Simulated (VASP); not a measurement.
# Ag3SnSe (P6/mmm) in VASP: further runs, part 2 of 2

VASP 6.6.1. Earlier steps stand in the parts before.

## Step 3: Single point, PBE

This run uses another cell than the first one, of 31.45 Å³/atom.

Contents of INCAR:

```
SYSTEM = Ag3SnSe
ALGO = Normal
EDIFF = 1E-6
ENCUT = 520
GGA = PE
ISIF = 2
ISMEAR = 0
LASPH = .True.
LCHARG = .True.
LELF = .True.
LREAL = .False.
LVHAR = .True.
LWAVE = .False.
NBANDS = 34
NELM = 80
PREC = Accurate
SIGMA = 0.1
```

Contents of KPOINTS:

```
k-points
0
Gamma
  12 12 6
  0 0 0
```

Contents of POSCAR:

```
Ag3SnSe
1.0
    5.6064496298      0.0000000000      0.0000000000
   -2.8032248149      4.8553278044      0.0000000000
    0.0000000000      0.0000000000      5.7765804267
Ag Sn Se
3 1 1
Direct
    0.5000000000      0.0000000000      0.5000000000
    0.0000000000      0.5000000000      0.5000000000
    0.5000000000      0.5000000000      0.5000000000
    0.0000000000      0.0000000000      0.0000000000
    0.0000000000      0.0000000000      0.5000000000
```

Potentials or basis: VASP PAW PBE potentials, release 64 (Ag, Sn_d, Se).

On the command line:

```console
$ cat potpaw_PBE.64/Ag/POTCAR potpaw_PBE.64/Sn_d/POTCAR potpaw_PBE.64/Se/POTCAR > POTCAR
$ mpirun -np 1 vasp_std > vasp.out
```

OUTCAR:

```text
SYSTEM = Ag3SnSe
   EDIFF = 1E-6
   ENCUT = 520
   GGA = PE
   ISIF = 2
   ISMEAR = 0
   LASPH = .True.
   LREAL = .False.
   NELM = 80
   PREC = Accurate

 ion  position               nearest neighbor table
   1  0.500  0.000  0.500-   2 2.80   3 2.80   3 2.80   2 2.80   5 2.80   5 2.80
   2  0.000  0.500  0.500-   1 2.80   5 2.80   5 2.80   1 2.80   3 2.80   3 2.80
   3  0.500  0.500  0.500-   1 2.80   5 2.80   1 2.80   5 2.80   2 2.80   2 2.80
   4  0.000  0.000  0.000-   5 2.89   5 2.89
   5  0.000  0.000  0.500-   2 2.80   3 2.80   2 2.80   3 2.80   1 2.80   1 2.80   4 2.89   4 2.89

  LATTYP: Found a hexagonal cell.
 ALAT       =     5.6064496298
 C/A-ratio  =     1.0303455499

  Lattice vectors:

 A1 = (   5.6064496298,   0.0000000000,   0.0000000000)
 A2 = (  -2.8032248149,   4.8553278044,   0.0000000000)
 A3 = (   0.0000000000,   0.0000000000,   5.7765804267)

Analysis of symmetry for initial positions (statically):
=====================================================================
 Subroutine PRICEL returns:
 Original cell was already a primitive cell.

 Routine SETGRP: Setting up the symmetry group for a
 hexagonal supercell.

 Subroutine GETGRP returns: Found 24 space group operations
 (whereof 24 operations were pure point group operations)
 out of a pool of 24 trial point group operations.

The static configuration has the point symmetry D_6h.

Analysis of symmetry for dynamics (positions and initial velocities):
=====================================================================
 Subroutine PRICEL returns:
 Original cell was already a primitive cell.

 Routine SETGRP: Setting up the symmetry group for a
 hexagonal supercell.

 Subroutine GETGRP returns: Found 24 space group operations
 (whereof 24 operations were pure point group operations)
 out of a pool of 24 trial point group operations.

The dynamic configuration has the point symmetry D_6h.

 Subroutine INISYM returns: Found 24 space group operations
 (whereof 24 operations are pure point group operations),
 and found     1 'primitive' translations
[... 123 lines left out ...]
  Fermi-wavevector in a.u.,A,eV,Ry     =   1.139308  2.152979 17.660661  1.298022
  Thomas-Fermi vector in A             =   2.276011
   LORBIT       =      0    0 simple, 1 ext, 2 COOP (PROOUT), +10 PAW based schemes
   GGA     = PE    functional components
   LHFCALC =     F    Hartree Fock is set to
   AEXX    =    0.0000 exact exchange contribution
   IVDW    =     0    specifies the selected vdW correction
   LEPSILON=     F    determine dielectric tensor
   LRPA    =     F    only Hartree local field effects (RPA)
 non-spin polarized calculation
 Gauss-broadening in eV      SIGMA  =   0.10
  energy-cutoff  :      520.00
  volume of cell :      157.25
 maximum number of plane-waves:      4288
 NGX is ok and might be reduce to    42
   NGX = 21   NGY = 21   NGZ = 21

 number of electron      52.9999997 magnetization

 Free energy of the ion-electron system (eV)
  ---------------------------------------------------
  ext. energy  EPLUGINS =         0.00000000
  ---------------------------------------------------
  free energy    TOTEN  =       -13.21298837 eV

  energy without entropy =      -13.19850144  energy(sigma->0) =      -13.20574491

 E-fermi :   3.5743     XC(G=0):  -8.6540

 val. band max:        3.5537843666   @ k =   0.4167   0.0000   0.1667
 cond. band min:       3.5942161843   @ k =   0.4167   0.1667   0.1667
 fundamental gap:      0.0404318177
 Fermi energy:         3.5742917609

 k-point     1 :       0.0000    0.0000    0.0000
  band No.  band energies     occupation
      1     -18.5758      2.00000
      2     -18.5758      2.00000
      3     -18.5652      2.00000
      4     -18.5504      2.00000
      5     -18.5504      2.00000
      6     -10.4230      2.00000
[... 877 lines left out ...]
     33       8.4083      0.00000
     34       9.0518      0.00000

 [... further k-points ...]

------------------------ aborting loop because EDIFF is reached ----------------------------------------

  FORCE on cell =-STRESS in cart. coord.  units (eV):
  Direction    XX          YY          ZZ          XY          YZ          ZX
  --------------------------------------------------------------------------------------
  -------------------------------------------------------------------------------------
  Total       -0.0354312     -0.0354312     -0.0423979      0.0000000      0.0000000      0.0000000
  in kB       -0.3610101     -0.3610101     -0.4319934      0.0000000      0.0000000      0.0000000
  external PRESSURE =      -0.3846712 kB  Pullay stress =       0.0000000 kB

 VOLUME and BASIS-vectors are now :
 -----------------------------------------------------------------------------
  energy-cutoff  :      520.00
  volume of cell :      157.25
      direct lattice vectors                 reciprocal lattice vectors
     5.606449630  0.000000000  0.000000000     0.178366001  0.102979659  0.000000000
    -2.803224815  4.855327804  0.000000000     0.000000000  0.205959317  0.000000000
     0.000000000  0.000000000  5.776580427     0.000000000  0.000000000  0.173112798

 POSITION                                       TOTAL-FORCE (eV/Angst)
 -----------------------------------------------------------------------------------
      2.80322      0.00000      2.88829        -0.000000      0.000000      0.000000
     -1.40161      2.42766      2.88829        -0.000000      0.000000      0.000000
      1.40161      2.42766      2.88829         0.000000      0.000000      0.000000
      0.00000      0.00000      0.00000        -0.000000      0.000000      0.000000
      0.00000      0.00000      2.88829        -0.000000      0.000000      0.000000
 -----------------------------------------------------------------------------------
    total drift:                                0.000000     -0.000000     -0.000000

  FREE ENERGIE OF THE ION-ELECTRON SYSTEM (eV)
  ---------------------------------------------------
  free  energy   TOTEN  =       -13.2129883737 eV

  energy  without entropy=      -13.1985014446  energy(sigma->0) =      -13.20574491
```

stdout:

```text
POSCAR found type information on POSCAR AgSnSe
 POSCAR found :  3 types and       5 ions
 scaLAPACK will be used
 LDA part: xc-table for (Slater+PW92), standard interpolation
 POSCAR, INCAR and KPOINTS ok, starting setup
 FFT: planning ... GRIDC
 FFT: planning ... GRID_SOFT
 FFT: planning ... GRID
 WAVECAR not read
 entering main loop
```

Run time: 7.4 min. Hardware: 1 thread of Oxide Virtual Turin-like, shared host; peak memory 0.51 GiB.

Results:

| Item | Value |
| --- | --- |
| Free energy | -13.2130 eV |
| Pressure | 0.0 GPa |
| Band gap on the k mesh | zero (an odd number of electrons rules out a gap without spin polarisation) |

Levels at points of the mesh, in eV from the Fermi level:
| k point | band 24 | band 25 | band 26 | band 27 | band 28 | band 29 |
| --- | --- | --- | --- | --- | --- | --- |
| (0.00, 0.00, 0.00) | -3.39 | -2.61 | -2.25 | 1.08 | 1.08 | 1.43 |
| (0.50, 0.00, 0.00) | -3.35 | -2.04 | -1.42 | 0.56 | 0.98 | 2.23 |
| (0.00, 0.00, 0.50) | -2.61 | -2.22 | -1.20 | 0.59 | 0.59 | 1.33 |
| (0.50, 0.00, 0.50) | -1.91 | -1.30 | -1.18 | -0.87 | 0.14 | 1.15 |

Caveat: spin-orbit coupling is left out, which moves the levels of the heavy elements.

## Step 4: Single point, PBE

This run uses another cell than the first one, of 31.39 Å³/atom.

Contents of INCAR:

```
SYSTEM = Ag3SnSe
  PREC = Accurate
  ENCUT = 520
  EDIFF = 1E-6
  ISMEAR = 0
  SIGMA = 0.1
  LREAL = .FALSE.
  LASPH = .TRUE.
  NELM = 80
  ALGO = Normal
  ISIF = 2
  LWAVE = .FALSE.
  LCHARG = .FALSE.
  GGA = PE
  NBANDS = 34
```

Contents of KPOINTS:

```
regular mesh
0
G
  12 12 8
  0 0 0
```

Changes to POSCAR since step 3:

```diff
@@ -2,5 +2,5 @@
 1.0
-    5.6064496298      0.0000000000      0.0000000000
-   -2.8032248149      4.8553278044      0.0000000000
-    0.0000000000      0.0000000000      5.7765804267
+    5.6036717919      0.0000000000      0.0000000000
+   -2.8018358959      4.8529221262      0.0000000000
+    0.0000000000      0.0000000000      5.7712229404
 Ag Sn Se
```

On the command line:

```console
$ cat potpaw_PBE.64/Ag/POTCAR potpaw_PBE.64/Sn_d/POTCAR potpaw_PBE.64/Se/POTCAR > POTCAR
$ mpirun -np 1 vasp_std > vasp.out
```

It took 8.7 min on 1 thread of Oxide Virtual Turin-like, shared host; peak memory 0.58 GiB.

It converged, with:

| Quantity | Value |
| --- | --- |
| Free energy | -13.2328 eV |
| Pressure | 0.0 GPa |
| Band gap on the k mesh | zero (an odd number of electrons rules out a gap without spin polarisation) |

Levels at points of the mesh, in eV from the Fermi level:
```csv
k point,band 22,band 23,band 24,band 25,band 26,band 27,band 28,band 29,band 30,band 31
"(0.00, 0.00, 0.00)",-3.44,-3.36,-3.36,-2.58,-2.22,1.12,1.12,1.46,2.67,3.17
"(0.50, 0.00, 0.00)",-3.56,-3.40,-3.32,-2.01,-1.39,0.60,1.02,2.26,2.38,3.84
"(0.00, 0.00, 0.50)",-3.36,-3.36,-2.58,-2.19,-1.16,0.63,0.63,1.38,1.47,1.61
"(0.50, 0.00, 0.50)",-3.47,-3.40,-1.88,-1.27,-1.15,-0.84,0.18,1.19,2.36,3.04
```

Caveat: spin-orbit coupling is left out, which moves the levels of the heavy elements.

## Step 5: Overview

| task | cell | k mesh | cutoff (eV) | gap on the mesh (eV) | pressure (GPa) |
| --- | --- | --- | --- | --- | --- |
| relaxation of cell and atoms | relaxed from a = 5.140, b = 5.140, c = 6.197 Å, angles 90.0, 90.0, 120.0°, 5 atoms | 6 × 6 × 4 | 600 | none | 0.0 |
| single point | a = 5.606, b = 5.606, c = 5.777 Å, angles 90.0, 90.0, 120.0°, 5 atoms | 12 × 12 × 6 | 520 | none | 0.0 |
| single point | a = 5.604, b = 5.604, c = 5.771 Å, angles 90.0, 90.0, 120.0°, 5 atoms | 12 × 12 × 8 | 520 | none | 0.0 |

Alike in all rows: level PBE; potentials or basis VASP PAW PBE potentials, release 64 (Ag, Sn_d, Se); no spin polarisation; smearing gaussian 0.1 eV.

Caveats: spin-orbit coupling is left out, which moves the levels of the heavy elements.

Absolute energies hang on the potentials; compare differences alone.
